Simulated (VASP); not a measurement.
# PtS2 in VASP: a series of runs

PtS2 is run at these levels: PBE+D3(BJ); tasks: single point.

Program: VASP 6.6.1. These are calculated values, not measurements. Logs are shortened: lines on timing, memory, paths and dates and some standing lists are left out, and cuts for length are marked.

## Step 1: The cell of the first run

The cell holds a slab with vacuum, 6 atoms: a = 3.541 Å, b = 3.541 Å, c = 22.467 Å, α = 90.00°, β = 90.00°, γ = 120.00°.

## Step 2: Single point, PBE+D3(BJ) (layers slid over each other)

The input, INCAR:

```
SYSTEM = PtS2
PREC = Accurate ; ENCUT = 520
EDIFF = 1E-7 ; ISMEAR = 0
SIGMA = 0.05 ; LREAL = .FALSE.
LASPH = .TRUE. ; NELM = 60
ALGO = Normal ; ISIF = 2
LWAVE = .FALSE. ; LCHARG = .TRUE.
LDIPOL = .TRUE. ; IDIPOL = 3
DIPOL = 0.5 0.5 0.394 ; GGA = PE
IVDW = 12 ; LELF = .TRUE.
LVHAR = .TRUE. ; LVACPOTAV = .TRUE.
NBANDS = 31
```

The input, KPOINTS:

```
regular mesh
0
G
  9 9 1
  0 0 0
```

The input, POSCAR:

```
PtS2
1.0
    3.5414386157      0.0000000000      0.0000000000
   -1.7707193078      3.0669758072      0.0000000000
    0.0000000000      0.0000000000     22.4671575440
S Pt
4 2
Direct
    0.6666666667      0.3333333333      0.2002923597
    0.3333333333      0.6666666667      0.3108349936
    0.6666666667      0.6666666667      0.4773001992
    0.3333333333      1.0000000000      0.5878428332
    0.0000000000      0.0000000000      0.2555636767
    0.0000000000      0.3333333333      0.5325715162
```

Potentials or basis: VASP PAW PBE potentials, release 64 (S, Pt).

Run with:

```bash
$ cat potpaw_PBE.64/S/POTCAR potpaw_PBE.64/Pt/POTCAR > POTCAR
$ mpirun -np 1 vasp_std > vasp.out
```

OUTCAR:

```text
SYSTEM = PtS2
   PREC = Accurate
   ENCUT = 520
   EDIFF = 1E-7
   ISMEAR = 0
   LREAL = .FALSE.
   LASPH = .TRUE.
   NELM = 60
   ISIF = 2
   GGA = PE
   IVDW = 12
 IVDW          = 12

 ion  position               nearest neighbor table
   1  0.667  0.333  0.200-   5 2.39   5 2.39   5 2.39
   2  0.333  0.667  0.311-   5 2.39   5 2.39   5 2.39
   3  0.667  0.667  0.477-   6 2.39   6 2.39   6 2.39
   4  0.333  0.000  0.588-   6 2.39   6 2.39   6 2.39
   5  0.000  0.000  0.256-   2 2.39   2 2.39   2 2.39   1 2.39   1 2.39   1 2.39
   6  0.000  0.333  0.533-   4 2.39   3 2.39   3 2.39   3 2.39   4 2.39   4 2.39

  LATTYP: Found a hexagonal cell.
 ALAT       =     3.5414386157
 C/A-ratio  =     6.3440765130

  Lattice vectors:

 A1 = (   3.5414386157,   0.0000000000,   0.0000000000)
 A2 = (  -1.7707193078,   3.0669758072,   0.0000000000)
 A3 = (   0.0000000000,   0.0000000000,  22.4671575440)

Analysis of symmetry for initial positions (statically):
=====================================================================
 Subroutine PRICEL returns:
 Original cell was already a primitive cell.

 Routine SETGRP: Setting up the symmetry group for a
 hexagonal supercell.

 Subroutine GETGRP returns: Found  2 space group operations
 (whereof  1 operations were pure point group operations)
 out of a pool of 24 trial point group operations.

The static configuration has the point symmetry C_1 .
 The point group associated with its full space group is S_2 .

Analysis of symmetry for dynamics (positions and initial velocities):
=====================================================================
 Subroutine PRICEL returns:
 Original cell was already a primitive cell.

 Routine SETGRP: Setting up the symmetry group for a
 hexagonal supercell.

 Subroutine GETGRP returns: Found  2 space group operations
 (whereof  1 operations were pure point group operations)
 out of a pool of 24 trial point group operations.

The dynamic configuration has the point symmetry C_1 .
 The point group associated with its full space group is S_2 .

 Subroutine INISYM returns: Found  2 space group operations
 (whereof  1 operations are pure point group operations),
 and found     1 'primitive' translations

----------------------------------------------------------------------------------------

                                     Primitive cell

  volume of cell :     244.0272

  direct lattice vectors                    reciprocal lattice vectors
     3.541438616  0.000000000  0.000000000     0.282371123  0.163027044  0.000000000
    -1.770719308  3.066975807  0.000000000     0.000000000  0.326054088  0.000000000
     0.000000000  0.000000000 22.467157544     0.000000000  0.000000000  0.044509413

  length of vectors
     3.541438616  3.541438616 22.467157544     0.326054088  0.326054088  0.044509413

  position of ions in fractional coordinates (direct lattice)
     0.666666667  0.333333333  0.200292360
     0.333333333  0.666666667  0.310834994
     0.666666667  0.666666667  0.477300199
     0.333333333  0.000000000  0.587842833
     0.000000000  0.000000000  0.255563677
     0.000000000  0.333333333  0.532571516

  ion indices of the primitive-cell ions
   primitive index   ion index
                 1           1
                 2           2
                 3           3
                 4           4
                 5           5
                 6           6

----------------------------------------------------------------------------------------

 KPOINTS: regular mesh

Automatic generation of k-mesh.
 Grid dimensions read from file:
 generate k-points for:    9    9    1

 Generating k-lattice:

  Cartesian coordinates                     Fractional coordinates (reciprocal lattice)
     0.031374569  0.018114116  0.000000000     0.111111111  0.000000000  0.000000000
     0.000000000  0.036228232  0.000000000     0.000000000  0.111111111  0.000000000
     0.000000000  0.000000000  0.044509413     0.000000000  0.000000000  1.000000000

  Length of vectors
     0.036228232  0.036228232  0.044509413

  Shift w.r.t. Gamma in fractional coordinates (k-lattice)
     0.000000000  0.000000000  0.000000000

 Subroutine IBZKPT returns following result:
 ===========================================

 Found     41 irreducible k-points:

 Following reciprocal coordinates:
            Coordinates               Weight
  0.000000  0.000000  0.000000      1.000000
  0.111111 -0.000000  0.000000      2.000000
  0.000000  0.111111  0.000000      2.000000
 -0.111111  0.111111  0.000000      2.000000
  0.222222 -0.000000  0.000000      2.000000
  0.000000  0.222222  0.000000      2.000000
[... 16 lines left out ...]
  0.333333  0.111111  0.000000      2.000000
 -0.111111  0.444444  0.000000      2.000000
 [... further k-points ...]
   k-points           NKPTS =     41   k-points in BZ     NKDIM =     41   number of bands    NBANDS=     31
   number of dos      NEDOS =    301   number of ions     NIONS =      6
   total plane-waves  NPLWV = 131712
   dimension x,y,z NGX =    28 NGY =   28 NGZ =  168
   dimension x,y,z NGXF=    56 NGYF=   56 NGZF=  336
   ions per type =               4   2
   NGX,Y,Z   is equivalent  to a cutoff of  13.14, 13.14, 12.43 a.u.
   NGXF,Y,Z  is equivalent  to a cutoff of  26.29, 26.29, 24.86 a.u.
 SYSTEM =  PtS2
   PREC   = accura    normal or accurate (medium, high low for compatibility)
   ISTART =      0    job   : 0-new  1-cont  2-samecut
   ICHARG =      2    charge: 1-file 2-atom 10-const
   ISPIN  =      1    spin polarized calculation?
   LNONCOLLINEAR =      F non collinear calculations
   LSORBIT =      F    spin-orbit coupling
   LASPH  =      T    aspherical Exc in radial PAW
   ENCUT  =  520.0 eV  38.22 Ry    6.18 a.u.   6.58  6.58 41.77*2*pi/ulx,y,z
   NELM   =     60;   NELMIN=  2; NELMDL= -5     # of ELM steps
   EDIFF  = 0.1E-06   stopping-criterion for ELM
   LREAL  =      F    real-space projection
   EDIFFG = 0.1E-05   stopping-criterion for IOM
   NSW    =      0    number of steps for IOM
   IBRION =     -1    ionic relax: 0-MD 1-quasi-New 2-CG
   NFREE  =      0    steps in history (QN), initial steepest desc. (CG)
   ISIF   =      2    stress and relaxation
   ISYM   =      2    0-nonsym 1-usesym 2-fastsym
   POTIM  = 0.5000    time-step for ionic-motion
   TEBEG  =    0.0;   TEEND  =   0.0 temperature during run
   PSTRESS=    0.0 pullay stress
   NELECT =      44.0000    total number of electrons
   NUPDOWN=      -1.0000    fix difference up-down
   EMIN   =  10.00;   EMAX   =-10.00  energy-range for DOS
   EFERMI =   0.00;   METHOD = LEGACY
   ISMEAR =     0;   SIGMA  =   0.05  broadening in eV -4-tet -1-fermi 0-gaus
   EFERMI_NEDOS =   21; number of points for ismear=-14 and -15
   IALGO  =     38    algorithm
   IMIX   =      4    mixing-type and parameters
     AMIX     =   0.40;   BMIX     =  1.00
     AMIX_MAG =   1.60;   BMIX_MAG =  1.00
  volume/ion in A,a.u.               =      40.67       274.46
  Fermi-wavevector in a.u.,A,eV,Ry     =   0.924868  1.747747 11.638157  0.855380
  Thomas-Fermi vector in A             =   2.050660
   LORBIT       =      0    0 simple, 1 ext, 2 COOP (PROOUT), +10 PAW based schemes
   GGA     = PE    functional components
   LHFCALC =     F    Hartree Fock is set to
   AEXX    =    0.0000 exact exchange contribution
   IVDW    =    12    specifies the selected vdW correction
   LEPSILON=     F    determine dielectric tensor
   LRPA    =     F    only Hartree local field effects (RPA)
 non-spin polarized calculation
 Gauss-broadening in eV      SIGMA  =   0.05
  energy-cutoff  :      520.00
  volume of cell :      244.03
 maximum number of plane-waves:      6671
   NGX = 13   NGY = 13   NGZ = 83

 dipolmoment           0.000000      0.000000      0.000002 electrons x Angstroem

 number of electron      44.0000000 magnetization

 dipolmoment           0.000000      0.000000     -0.000004 electrons x Angstroem

 Free energy of the ion-electron system (eV)
  ---------------------------------------------------
  ext. energy  EPLUGINS =         0.00000000
  ---------------------------------------------------
  free energy    TOTEN  =       -30.90517143 eV

  energy without entropy =      -30.90517143  energy(sigma->0) =      -30.90517143

 E-fermi :  -0.4637     XC(G=0):  -5.4893

 val. band max:       -0.6889057205   @ k =   0.1111   0.1111   0.0000
 cond. band min:       0.8667881026   @ k =   0.0000   0.2222   0.0000
 fundamental gap:      1.5556938231
 Fermi energy:        -0.4637364075

 k-point     1 :       0.0000    0.0000    0.0000
  band No.  band energies     occupation
      1     -14.8960      2.00000
      2     -14.8736      2.00000
      3     -12.7125      2.00000
      4     -12.6567      2.00000
      5      -6.3872      2.00000
      6      -6.3869      2.00000
[... 23 lines left out ...]
     30       5.3610      0.00000
     31       5.5287      0.00000

 k-point     2 :       0.1111   -0.0000    0.0000
  band No.  band energies     occupation
      1     -14.7417      2.00000
      2     -14.7193      2.00000
      3     -12.7420      2.00000
      4     -12.6912      2.00000
      5      -6.3883      2.00000
      6      -6.3681      2.00000
[... 23 lines left out ...]
     30       5.9725      0.00000
     31       5.9983      0.00000

 k-point     3 :       0.0000    0.1111    0.0000
  band No.  band energies     occupation
      1     -14.7418      2.00000
      2     -14.7192      2.00000
      3     -12.7423      2.00000
      4     -12.6909      2.00000
      5      -6.3884      2.00000
      6      -6.3675      2.00000
[... 23 lines left out ...]
     30       5.9764      0.00000
     31       5.9927      0.00000

 k-point     4 :      -0.1111    0.1111    0.0000
  band No.  band energies     occupation
      1     -14.7417      2.00000
      2     -14.7193      2.00000
      3     -12.7419      2.00000
      4     -12.6912      2.00000
      5      -6.3878      2.00000
      6      -6.3678      2.00000
[... 23 lines left out ...]
     30       5.9600      0.00000
     31       6.0163      0.00000

 k-point     5 :       0.2222   -0.0000    0.0000
  band No.  band energies     occupation
      1     -14.3140      2.00000
      2     -14.2921      2.00000
      3     -12.8176      2.00000
      4     -12.7787      2.00000
      5      -6.3343      2.00000
      6      -6.2782      2.00000
[... 23 lines left out ...]
     30       5.9493      0.00000
     31       6.6451      0.00000
[... 542 lines left out ...]
     30       6.3848      0.00000
     31       7.1162      0.00000

 k-point    22 :       0.3333   -0.1111    0.0000
  band No.  band energies     occupation
      1     -13.9412      2.00000
      2     -13.9205      2.00000
      3     -12.8748      2.00000
      4     -12.8453      2.00000
      5      -6.2379      2.00000
      6      -6.1766      2.00000
[... 23 lines left out ...]
     30       6.4042      0.00000
     31       7.0669      0.00000

 k-point    23 :       0.3333    0.1111    0.0000
  band No.  band energies     occupation
      1     -13.4168      2.00000
      2     -13.3986      2.00000
      3     -12.9278      2.00000
      4     -12.9061      2.00000
      5      -6.7279      2.00000
      6      -6.7034      2.00000
[... 23 lines left out ...]
     30       6.9448      0.00000
     31       7.3170      0.00000

 k-point    24 :      -0.1111    0.4444    0.0000
  band No.  band energies     occupation
      1     -13.4194      2.00000
      2     -13.3962      2.00000
      3     -12.9302      2.00000
      4     -12.9034      2.00000
      5      -6.7164      2.00000
      6      -6.7147      2.00000
[... 23 lines left out ...]
     30       6.8431      0.00000
     31       7.3641      0.00000

 [... further k-points ...]

------------------------ aborting loop because EDIFF is reached ----------------------------------------

 Edisp (eV)   -1.84576

 E8    (eV) :    -0.7659

  FORCE on cell =-STRESS in cart. coord.  units (eV):
  Direction    XX          YY          ZZ          XY          YZ          ZX
  --------------------------------------------------------------------------------------
  -------------------------------------------------------------------------------------
  Total      -0.47851    -0.50911    -0.81313    -0.00855     0.00291     0.06117
  in kB      -3.14170    -3.34261    -5.33864    -0.05617     0.01910     0.40159
  external pressure =       -3.94 kB  Pullay stress =        0.00 kB

 VOLUME and BASIS-vectors are now :
 -----------------------------------------------------------------------------
  energy-cutoff  :      520.00
  volume of cell :      244.03
      direct lattice vectors                 reciprocal lattice vectors
     3.541438616  0.000000000  0.000000000     0.282371123  0.163027044  0.000000000
    -1.770719308  3.066975807  0.000000000     0.000000000  0.326054088  0.000000000
     0.000000000  0.000000000 22.467157544     0.000000000  0.000000000  0.044509413

 POSITION                                       TOTAL-FORCE (eV/Angst)
 -----------------------------------------------------------------------------------
      1.77072      1.02233      4.50000        -0.006398      0.001414      0.042239
     -0.00000      2.04465      6.98358        -0.013694      0.003353      0.012428
      1.18048      2.04465     10.72358         0.013694     -0.003353     -0.012428
      1.18048      0.00000     13.20716         0.006398     -0.001414     -0.042239
      0.00000      0.00000      5.74179         0.007425     -0.004421      0.052188
     -0.59024      1.02233     11.96537        -0.007425      0.004421     -0.052188
 -----------------------------------------------------------------------------------
    total drift:                                0.000002     -0.000002     -0.000126

  FREE ENERGIE OF THE ION-ELECTRON SYSTEM (eV)
  ---------------------------------------------------
  free  energy   TOTEN  =       -32.7509323457 eV

  energy  without entropy=      -32.7509323457  energy(sigma->0) =      -32.75093235

 vacuum level on the upper side and lower side of the slab         5.485         5.485
```

Run time: 14 min. Hardware: 1 thread of Intel Xeon 8259CL, shared host; peak memory 0.52 GiB.

Results:

```yaml
Free_energy: -32.7509 eV
Largest_force: 0.053 eV/Å
Band_gap_on_the_k_mesh: 1.56 eV (least direct gap 1.64 eV)
Dispersion_energy_per_atom: -0.308 eV
```

Forces on the atoms (eV/Å):
```
S   -0.006  0.001  0.042
S   -0.014  0.003  0.012
S    0.014 -0.003 -0.012
S    0.006 -0.001 -0.042
Pt   0.007 -0.004  0.052
Pt  -0.007  0.004 -0.052
```

Caveat: the cell differs from its parent crystal (layers slid over each other); spin-orbit coupling is left out, which moves the levels of the heavy elements.

(Part 1 of 2 ends here.)
